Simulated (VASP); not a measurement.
# C13O in VASP: a series of runs, part 2 of 2

VASP 6.6.1. The steps go on from the part before.

## 3. Single point, PBEsol

INCAR

```
ALGO = Normal ; DIPOL = 0.5 0.5 0.467
EDIFF = 1E-7 ; ENCUT = 520
GGA = PS ; IDIPOL = 3
ISIF = 2 ; ISMEAR = 0
LASPH = T ; LCHARG = F
LDIPOL = T ; LREAL = F
LWAVE = F ; NBANDS = 42
NELM = 60 ; PREC = Accurate
SIGMA = 0.05
```

KPOINTS

```
k-points
0
Gamma
  11 8 1
```

POSCAR

```
C13O
1.0
    2.5129226041      0.0000000000      0.0000000000
    0.0000000000      3.5538092279      0.0000000000
    0.0000000000      0.0000000000     26.4323065103
C O
13 1
Direct
    0.5000000000      0.0000000000      0.3215761741
    0.0000000000      0.2500000000      0.3215761741
    0.0000000000      0.5000000000      0.3691112351
    0.5000000000      0.7500000000      0.3691112351
    0.5000000000      0.0000000000      0.4166462961
    0.0000000000      0.2500000000      0.4166462961
    0.0000000000      0.5003848158      0.4640628590
    0.5000000000      0.7493244995      0.4641867959
    0.5000000000     -0.0001447956      0.5115072685
    0.0000000000      0.2510473978      0.5121109241
    0.0000000000      0.4947015000      0.5595035748
    0.5000000000      0.7447329663      0.5599654868
    0.5000000000      0.0278326304      0.6029964896
    0.5000000000      0.0244967576      0.6471388076
```

Potentials or basis: VASP PAW PBE potentials, release 64 (C, O).

On the command line:

```console
$ cat potpaw_PBE.64/C/POTCAR potpaw_PBE.64/O/POTCAR > POTCAR
$ mpirun -np 1 vasp_std > vasp.out
```

Run time: 5.6 min. Hardware: 1 thread of AMD EPYC 9R45 (Zen 5), shared host; peak memory 0.4 GiB.

The run converged. Its results:

```
Free energy            : -124.9429 eV
Largest force          : 4.511 eV/Å
Band gap on the k mesh : 0.02 eV
```

Forces on the atoms (eV/Å):
```
C    0.000  4.362  1.138
C    0.000 -4.365  1.139
C    0.000  1.138 -1.170
C    0.000 -1.130 -1.137
C    0.000  0.398 -0.032
C    0.000 -0.411 -0.011
C    0.000  0.005  0.011
C    0.000  0.009 -0.001
C    0.000  0.001  0.014
C    0.000 -0.005 -0.016
C    0.000 -0.034  0.029
C    0.000  0.011  0.012
C    0.000  0.025 -0.787
O    0.000 -0.004  0.812
```

Levels at points of the mesh, in eV from the valence-band top:
```
           k point  band 26  band 27  band 28  band 29  band 30  band 31  band 32  band 33
(0.00, 0.00, 0.00)    -1.43    -1.04    -0.66    -0.58     1.91     2.48     4.38     4.59
(0.00, 0.50, 0.00)    -3.52    -2.60    -1.73    -0.47     0.11     2.87     3.95     4.75
```

Caveat: the PAW data sets were made with another functional, which shifts forces and pressure a little.

## 4. Single point, PBEsol

INCAR

```
SYSTEM = C13O
ALGO     = Normal         ! electronic algorithm
DIPOL    = 0.5 0.5 0.467
EDIFF    = 1E-6           ! SCF threshold, eV
ENCUT    = 520            ! plane-wave cutoff, eV
GGA      = PS             ! functional
IDIPOL   = 3            
ISIF     = 2              ! what is computed and relaxed
ISMEAR   = 0              ! smearing method
LASPH    = .TRUE.         ! aspherical terms in the spheres
LCHARG   = .FALSE.        ! write CHGCAR
LDIPOL   = .TRUE.       
LREAL    = .FALSE.        ! projectors in reciprocal space
LWAVE    = .FALSE.        ! write WAVECAR
NBANDS   = 42             ! bands
NELM     = 80             ! most SCF steps
PREC     = Accurate       ! precision mode
SIGMA    = 0.05           ! smearing width, eV
```

KPOINTS

```
k-points
0
G
  11 8 1
  0 0 0
```

POSCAR

```
C13O
1.0
    2.5129226041      0.0000000000      0.0000000000
    0.0000000000      3.5538092279      0.0000000000
    0.0000000000      0.0000000000     26.4323065103
C O
13 1
Direct
    0.5000000000      0.0000000000      0.3215761741
    0.0000000000      0.2500000000      0.3215761741
    0.0000000000      0.5000000000      0.3691112351
    0.5000000000      0.7500000000      0.3691112351
    0.5000000000      0.0000000000      0.4166462961
    0.0000000000      0.2500000000      0.4166462961
    0.0000000000      0.5004887483      0.4640669762
    0.5000000000      0.7494212700      0.4641872791
    0.5000000000     -0.0001209118      0.5115080766
    0.0000000000      0.2510579102      0.5120950871
    0.0000000000      0.4944730970      0.5595009656
    0.5000000000      0.7447005024      0.5599659874
    0.5000000000      1.0278685273      0.6029930499
    0.5000000000      1.0247466215      0.6471326846
```

Potentials or basis: VASP PAW PBE potentials, release 64 (C, O).

On the command line:

```console
$ cat potpaw_PBE.64/C/POTCAR potpaw_PBE.64/O/POTCAR > POTCAR
$ mpirun -np 1 vasp_std > vasp.out
```

OUTCAR:

```text
SYSTEM = C13O
   EDIFF = 1E-6
   ENCUT = 520
   GGA = PS
   ISIF = 2
   ISMEAR = 0
   LASPH = .TRUE.
   LREAL = .FALSE.
   NELM = 80
   PREC = Accurate

 ion  position               nearest neighbor table
   1  0.500  0.000  0.322-   2 1.54   2 1.54   4 1.54
   2  0.000  0.250  0.322-   1 1.54   1 1.54   3 1.54
   3  0.000  0.500  0.369-   4 1.54   4 1.54   6 1.54   2 1.54
   4  0.500  0.750  0.369-   3 1.54   3 1.54   5 1.54   1 1.54
   5  0.500  0.000  0.417-   6 1.54   6 1.54   4 1.54   8 1.54
   6  0.000  0.250  0.417-   7 1.54   5 1.54   5 1.54   3 1.54
[... 1307 lines left out ...]
     2.512922604  0.000000000  0.000000000     0.397943016  0.000000000  0.000000000
     0.000000000  3.553809228  0.000000000     0.000000000  0.281388205  0.000000000
     0.000000000  0.000000000 26.432306510     0.000000000  0.000000000  0.037832491

 POSITION                                       TOTAL-FORCE (eV/Angst)
 -----------------------------------------------------------------------------------
      1.25646      0.00000      8.50000         0.000000      4.361866      1.138292
      0.00000      0.88845      8.50000         0.000000     -4.365182      1.139168
      0.00000      1.77690      9.75646         0.000000      1.137463     -1.169514
      1.25646      2.66536      9.75646         0.000000     -1.130458     -1.137126
      1.25646      0.00000     11.01292         0.000000      0.403300     -0.032217
      0.00000      0.88845     11.01292         0.000000     -0.405053     -0.010826
      0.00000      1.77864     12.26636         0.000000     -0.003350      0.001539
      1.25646      2.66330     12.26954         0.000000      0.000473     -0.000381
      1.25646      3.55338     13.52034         0.000000     -0.002269      0.007584
      0.00000      0.89221     13.53585         0.000000     -0.006775     -0.003321
      0.00000      1.75726     14.78890         0.000000     -0.010926      0.033259
      1.25646      2.64652     14.80119         0.000000      0.003392      0.012089
      1.25646      0.09904     15.93850         0.000000      0.022537     -0.798235
      1.25646      0.08794     17.10521         0.000000     -0.005018      0.819690
 -----------------------------------------------------------------------------------
    total drift:                                0.000000     -0.000279     -0.001140

  FREE ENERGIE OF THE ION-ELECTRON SYSTEM (eV)
  ---------------------------------------------------
  free  energy   TOTEN  =      -124.9428502819 eV

  energy  without entropy=     -124.9410901208  energy(sigma->0) =     -124.94197020

 vacuum level on the upper side and lower side of the slab         5.360         5.232
```

Wall time 4.6 min (1 thread of AMD EPYC 9R45 (Zen 5), shared host); peak memory 0.41 GiB.

Results:

```
Free energy            : -124.9429 eV
Largest force          : 4.511 eV/Å
Band gap on the k mesh : 0.02 eV
```

Forces on the atoms (eV/Å):
```
C    0.000  4.362  1.138
C    0.000 -4.365  1.139
C    0.000  1.137 -1.170
C    0.000 -1.130 -1.137
C    0.000  0.403 -0.032
C    0.000 -0.405 -0.011
C    0.000 -0.003  0.002
C    0.000  0.000  0.000
C    0.000 -0.002  0.008
C    0.000 -0.007 -0.003
C    0.000 -0.011  0.033
C    0.000  0.003  0.012
C    0.000  0.023 -0.798
O    0.000 -0.005  0.820
```

Levels at points of the mesh, in eV from the valence-band top:
```tsv
k point	band 26	band 27	band 28	band 29	band 30	band 31	band 32	band 33
(0.00, 0.00, 0.00)	-1.43	-1.04	-0.66	-0.58	1.91	2.48	4.38	4.59
(0.00, 0.50, 0.00)	-3.52	-2.60	-1.74	-0.47	0.11	2.87	3.95	4.75
```

Caveat: the PAW data sets were made with another functional, which shifts forces and pressure a little.

## 5. Overview

| cell | gap on the mesh (eV) | largest force (eV/Å) |
| --- | --- | --- |
| as given, atomic positions A | 0.02 | 4.51 |
| as given, atomic positions B | 0.02 | 4.51 |
| as given, atomic positions C | 0.02 | 4.51 |

Alike in all rows: task single point; level PBEsol; potentials or basis VASP PAW PBE potentials, release 64 (C, O); no spin polarisation; k mesh 11 × 8 × 1; cutoff (eV) 520; smearing gaussian 0.05 eV.

Caveats: the PAW data sets were made with another functional, which shifts forces and pressure a little.

Total energies depend on the potentials used, so only differences within one code and one set of settings carry meaning.
